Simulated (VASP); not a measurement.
# C (Cc) in VASP: single point with PBE

Aim: the single point of C with PBE.

Program: VASP 6.6.1. These are calculated values, not measurements. Logs are shortened: lines on timing, memory, paths and dates and some standing lists are left out, and cuts for length are marked.

**1. The cell of the first run**

The structure is monoclinic, space group Cc (No. 9). Conventional cell: a = 2.404 Å, b = 4.539 Å, c = 7.519 Å, α = 90.00°, β = 92.79°, γ = 90.00°. C (site symmetry 1) has 3 C at 1.43 to 1.47 Å within 1.9 Å. Within 1.9 Å of C (site symmetry 1) lie 3 C at 1.43 to 1.47 Å.

**2. Single point, PBE (strained and its atoms moved)**

INCAR reads:

```
ALGO = Normal ; EDIFF = 1E-6
ENCUT = 520 ; GGA = PE
ISIF = 2 ; ISMEAR = 0
LASPH = T ; LCHARG = F
LREAL = F ; LWAVE = F
NBANDS = 16 ; NELM = 80
PREC = Accurate ; SIGMA = 0.1
```

KPOINTS reads:

```
k-points
0
Gamma
  18 18 6
```

POSCAR reads:

```
C
1.0
    2.5663287640     -0.0940081547      0.0311713850
   -1.3645778322      2.1754973400      0.0311746338
    0.0856898000      0.1484294000      7.5166658000
C
4
Direct
    0.0067418233     -0.0109729034     -0.0018315530
   -0.0109729034      0.0067418233      0.4981684470
    0.3355458624      0.6686852178      0.0068315530
    0.6686852178      0.3355458624      0.5068315530
```

Potentials or basis: VASP PAW PBE potentials, release 64 (C).

Launch:

```console
> cat potpaw_PBE.64/C/POTCAR > POTCAR
> mpirun -np 1 vasp_std > vasp.out
```

OUTCAR:

```text
EDIFF = 1E-6
   ENCUT = 520
   GGA = PE
   ISIF = 2
   ISMEAR = 0
   LASPH = T
   LREAL = F
   NELM = 80
   PREC = Accurate

 ion  position               nearest neighbor table
   1  0.007  0.989  0.998-   3 1.43   3 1.45   3 1.47
   2  0.989  0.007  0.498-   4 1.43   4 1.45   4 1.47
   3  0.336  0.669  0.007-   1 1.43   1 1.45   1 1.47
   4  0.669  0.336  0.507-   2 1.43   2 1.45   2 1.47

  LATTYP: Found a base centered monoclinic cell.
 ALAT       =     2.4043064606
 B/A-ratio  =     1.8878698676
 C/A-ratio  =     3.1271468908
 COS(beta)  =    -0.0487117879

  Lattice vectors:

 A1 = (  -2.5663287640,   0.0940081547,  -0.0311713850)
 A2 = (   1.3645778322,  -2.1754973400,  -0.0311746338)
 A3 = (   0.0856898000,   0.1484294000,   7.5166658000)

Analysis of symmetry for initial positions (statically):
=====================================================================
 Subroutine PRICEL returns:
 Original cell was already a primitive cell.

 Routine SETGRP: Setting up the symmetry group for a
 base centered monoclinic supercell.

 Subroutine GETGRP returns: Found  2 space group operations
 (whereof  1 operations were pure point group operations)
 out of a pool of  4 trial point group operations.

The static configuration has the point symmetry C_1 .
 The point group associated with its full space group is C_1h.

Analysis of symmetry for dynamics (positions and initial velocities):
=====================================================================
 Subroutine PRICEL returns:
 Original cell was already a primitive cell.

 Routine SETGRP: Setting up the symmetry group for a
 base centered monoclinic supercell.

 Subroutine GETGRP returns: Found  2 space group operations
 (whereof  1 operations were pure point group operations)
 out of a pool of  4 trial point group operations.

The dynamic configuration has the point symmetry C_1 .
 The point group associated with its full space group is C_1h.

 Subroutine INISYM returns: Found  2 space group operations
 (whereof  1 operations are pure point group operations),
 and found     1 'primitive' translations

----------------------------------------------------------------------------------------

                                     Primitive cell

  volume of cell :      40.9774

  direct lattice vectors                    reciprocal lattice vectors
     2.566328764 -0.094008155  0.031171385     0.398948600  0.250376003 -0.009492106
    -1.364577832  2.175497340  0.031174634     0.017357260  0.470688351 -0.009492417
     0.085689800  0.148429400  7.516665800    -0.001726415 -0.002990435  0.133116442

  length of vectors
     2.568239185  2.568235424  7.518619473     0.471103204  0.471103920  0.133161219

  position of ions in fractional coordinates (direct lattice)
     0.006741823  0.989027097  0.998168447
     0.989027097  0.006741823  0.498168447
     0.335545862  0.668685218  0.006831553
     0.668685218  0.335545862  0.506831553

  ion indices of the primitive-cell ions
   primitive index   ion index
                 1           1
                 2           2
                 3           3
                 4           4

----------------------------------------------------------------------------------------

 KPOINTS: k-points

Automatic generation of k-mesh.
 Grid dimensions read from file:
 generate k-points for:   18   18    6

 Generating k-lattice:

  Cartesian coordinates                     Fractional coordinates (reciprocal lattice)
     0.022163811  0.013909778 -0.000527339     0.055555556 -0.000000000  0.000000000
     0.000964292  0.026149353 -0.000527357    -0.000000000  0.055555556  0.000000000
    -0.000287736 -0.000498406  0.022186074     0.000000000 -0.000000000  0.166666667

  Length of vectors
     0.026172400  0.026172440  0.022193537

  Shift w.r.t. Gamma in fractional coordinates (k-lattice)
     0.000000000  0.000000000  0.000000000

 Subroutine IBZKPT returns following result:
 ===========================================

 Found    524 irreducible k-points:

 Following reciprocal coordinates:
            Coordinates               Weight
  0.000000  0.000000  0.000000      1.000000
  0.055556  0.000000  0.000000      4.000000
  0.111111  0.000000  0.000000      4.000000
  0.166667  0.000000  0.000000      4.000000
  0.222222  0.000000  0.000000      4.000000
  0.277778  0.000000  0.000000      4.000000
[... 16 lines left out ...]
 -0.277778  0.055556 -0.000000      4.000000
 -0.222222  0.055556 -0.000000      4.000000
 [... further k-points ...]
   k-points           NKPTS =    524   k-points in BZ     NKDIM =    524   number of bands    NBANDS=     16
   number of dos      NEDOS =    301   number of ions     NIONS =      4
   total plane-waves  NPLWV =  22400
   dimension x,y,z NGX =    20 NGY =   20 NGZ =   56
   dimension x,y,z NGXF=    40 NGYF=   40 NGZF=  112
   ions per type =               4
   NGX,Y,Z   is equivalent  to a cutoff of  12.95, 12.95, 12.38 a.u.
   NGXF,Y,Z  is equivalent  to a cutoff of  25.89, 25.89, 24.76 a.u.
 SYSTEM =  unknown system
   PREC   = accura    normal or accurate (medium, high low for compatibility)
   ISTART =      0    job   : 0-new  1-cont  2-samecut
   ICHARG =      2    charge: 1-file 2-atom 10-const
   ISPIN  =      1    spin polarized calculation?
   LNONCOLLINEAR =      F non collinear calculations
   LSORBIT =      F    spin-orbit coupling
   LASPH  =      T    aspherical Exc in radial PAW
   ENCUT  =  520.0 eV  38.22 Ry    6.18 a.u.   4.78  4.78 13.98*2*pi/ulx,y,z
   NELM   =     80;   NELMIN=  2; NELMDL= -5     # of ELM steps
   EDIFF  = 0.1E-05   stopping-criterion for ELM
   LREAL  =      F    real-space projection
   EDIFFG = 0.1E-04   stopping-criterion for IOM
   NSW    =      0    number of steps for IOM
   IBRION =     -1    ionic relax: 0-MD 1-quasi-New 2-CG
   NFREE  =      0    steps in history (QN), initial steepest desc. (CG)
   ISIF   =      2    stress and relaxation
   ISYM   =      2    0-nonsym 1-usesym 2-fastsym
   POTIM  = 0.5000    time-step for ionic-motion
   TEBEG  =    0.0;   TEEND  =   0.0 temperature during run
   PSTRESS=    0.0 pullay stress
   NELECT =      16.0000    total number of electrons
   NUPDOWN=      -1.0000    fix difference up-down
   EMIN   =  10.00;   EMAX   =-10.00  energy-range for DOS
   EFERMI =   0.00;   METHOD = LEGACY
   ISMEAR =     0;   SIGMA  =   0.10  broadening in eV -4-tet -1-fermi 0-gaus
   EFERMI_NEDOS =   21; number of points for ismear=-14 and -15
   IALGO  =     38    algorithm
   IMIX   =      4    mixing-type and parameters
     AMIX     =   0.40;   BMIX     =  1.00
     AMIX_MAG =   1.60;   BMIX_MAG =  1.00
  volume/ion in A,a.u.               =      10.24        69.13
  Fermi-wavevector in a.u.,A,eV,Ry     =   1.196557  2.261165 19.480134  1.431749
  Thomas-Fermi vector in A             =   2.332495
   LORBIT       =      0    0 simple, 1 ext, 2 COOP (PROOUT), +10 PAW based schemes
   GGA     = PE    functional components
   LHFCALC =     F    Hartree Fock is set to
   AEXX    =    0.0000 exact exchange contribution
   IVDW    =     0    specifies the selected vdW correction
   LEPSILON=     F    determine dielectric tensor
   LRPA    =     F    only Hartree local field effects (RPA)
 non-spin polarized calculation
 Gauss-broadening in eV      SIGMA  =   0.10
  energy-cutoff  :      520.00
  volume of cell :       40.98
 maximum number of plane-waves:      1138
   NGX =  9   NGY =  9   NGZ = 27

 number of electron      15.9999999 magnetization

 Free energy of the ion-electron system (eV)
  ---------------------------------------------------
  ext. energy  EPLUGINS =         0.00000000
  ---------------------------------------------------
  free energy    TOTEN  =       -36.35513874 eV

  energy without entropy =      -36.35511530  energy(sigma->0) =      -36.35512702

 E-fermi :   3.4596     XC(G=0):  -9.4663

 val. band max:        3.2957343640   @ k =   0.3333   0.3333   0.0000
 cond. band min:       3.6134712196   @ k =   0.3333   0.3333   0.3333
 fundamental gap:      0.3177368555
 Fermi energy:         3.4595777956

 k-point     1 :       0.0000    0.0000    0.0000
  band No.  band energies     occupation
      1     -15.6942      2.00000
      2     -15.5716      2.00000
      3      -4.3209      2.00000
      4      -3.2175      2.00000
      5      -0.3922      2.00000
      6      -0.3887      2.00000
[... 8 lines left out ...]
     15      13.7764      0.00000
     16      14.1777      0.00000

 k-point     2 :       0.0556    0.0000    0.0000
  band No.  band energies     occupation
      1     -15.6195      2.00000
      2     -15.4976      2.00000
      3      -4.2320      2.00000
      4      -3.1331      2.00000
      5      -0.5474      2.00000
      6      -0.5301      2.00000
[... 8 lines left out ...]
     15      13.5884      0.00000
     16      13.9717      0.00000

 k-point     3 :       0.1111    0.0000    0.0000
  band No.  band energies     occupation
      1     -15.3957      2.00000
      2     -15.2757      2.00000
      3      -3.9662      2.00000
      4      -2.8809      2.00000
      5      -0.9967      2.00000
      6      -0.9195      2.00000
[... 8 lines left out ...]
     15      13.0357      0.00000
     16      13.3814      0.00000

 k-point     4 :       0.1667    0.0000    0.0000
  band No.  band energies     occupation
      1     -15.0238      2.00000
      2     -14.9071      2.00000
      3      -3.5271      2.00000
      4      -2.4668      2.00000
      5      -1.7452      2.00000
      6      -1.5439      2.00000
[... 8 lines left out ...]
     15      13.0616      0.00000
     16      13.3398      0.00000
[... 324 lines left out ...]
 k-point    22 :      -0.3333    0.0556   -0.0000
  band No.  band energies     occupation
      1     -13.4691      2.00000
      2     -13.3656      2.00000
      3      -4.8792      2.00000
      4      -4.7099      2.00000
      5      -2.8161      2.00000
      6      -2.6100      2.00000
[... 8 lines left out ...]
     15      17.6580      0.00000
     16      17.9422      0.00000

 k-point    23 :      -0.2778    0.0556   -0.0000
  band No.  band energies     occupation
      1     -14.1889      2.00000
      2     -14.0793      2.00000
      3      -3.5731      2.00000
      4      -3.3595      2.00000
      5      -2.5368      2.00000
      6      -2.2151      2.00000
[... 8 lines left out ...]
     15      16.0411      0.00000
     16      16.3462      0.00000

 k-point    24 :      -0.2222    0.0556   -0.0000
  band No.  band energies     occupation
      1     -14.7681      2.00000
      2     -14.6535      2.00000
      3      -3.2226      2.00000
      4      -2.5176      2.00000
      5      -2.3438      2.00000
      6      -2.1598      2.00000
[... 8 lines left out ...]
     15      14.4033      0.00000
     16      14.7648      0.00000

 [... further k-points ...]

------------------------ aborting loop because EDIFF is reached ----------------------------------------

  FORCE on cell =-STRESS in cart. coord.  units (eV):
  Direction    XX          YY          ZZ          XY          YZ          ZX
  --------------------------------------------------------------------------------------
  -------------------------------------------------------------------------------------
  Total       -8.3495500     -0.4900531      0.0586832      6.8065095     -0.0057957     -0.0033361
  in kB     -326.4597972    -19.1606291      2.2944609    266.1283205     -0.2266084     -0.1304399
  external PRESSURE =    -114.4419884 kB  Pullay stress =       0.0000000 kB

 VOLUME and BASIS-vectors are now :
 -----------------------------------------------------------------------------
  energy-cutoff  :      520.00
  volume of cell :       40.98
      direct lattice vectors                 reciprocal lattice vectors
     2.566328764 -0.094008155  0.031171385     0.398948600  0.250376003 -0.009492106
    -1.364577832  2.175497340  0.031174634     0.017357260  0.470688351 -0.009492417
     0.085689800  0.148429400  7.516665800    -0.001726415 -0.002990435  0.133116442

 POSITION                                       TOTAL-FORCE (eV/Angst)
 -----------------------------------------------------------------------------------
     -1.24677      2.29915      7.53394        -0.855060      1.175507      1.098545
      2.57166     -0.00437      3.77561         1.445550     -0.152748      1.098543
     -0.05077      1.42419      0.08266         0.850920     -1.173116     -1.098545
      1.30162      0.74235      3.84099        -1.441409      0.150358     -1.098543
 -----------------------------------------------------------------------------------
    total drift:                               -0.000017     -0.000029      0.000116

  FREE ENERGIE OF THE ION-ELECTRON SYSTEM (eV)
  ---------------------------------------------------
  free  energy   TOTEN  =       -36.3551387393 eV

  energy  without entropy=      -36.3551153036  energy(sigma->0) =      -36.35512702
```

Run time: 1.8 min. Hardware: 1 thread of Intel Xeon 6975P-C (Granite Rapids), shared host; peak memory 0.35 GiB.

What came out:

* Free energy: -36.3551 eV
* Pressure: -11.4 GPa
* Largest force: 1.822 eV/Å

Forces in eV/Å, atoms in the order of the input:
```
C   -0.855  1.176  1.099
C    1.446 -0.153  1.099
C    0.851 -1.173 -1.099
C   -1.441  0.150 -1.099
```

Caveat: the cell differs from its parent crystal (strained and its atoms moved); the stress differs along the axes, from -33 to 0 GPa; this functional lacks dispersion, which binds layers or chains, so the pressure and a relaxed spacing across them are unreliable; forces of over 1 eV/Å act on the atoms, so gaps and moduli don't describe the material at rest.
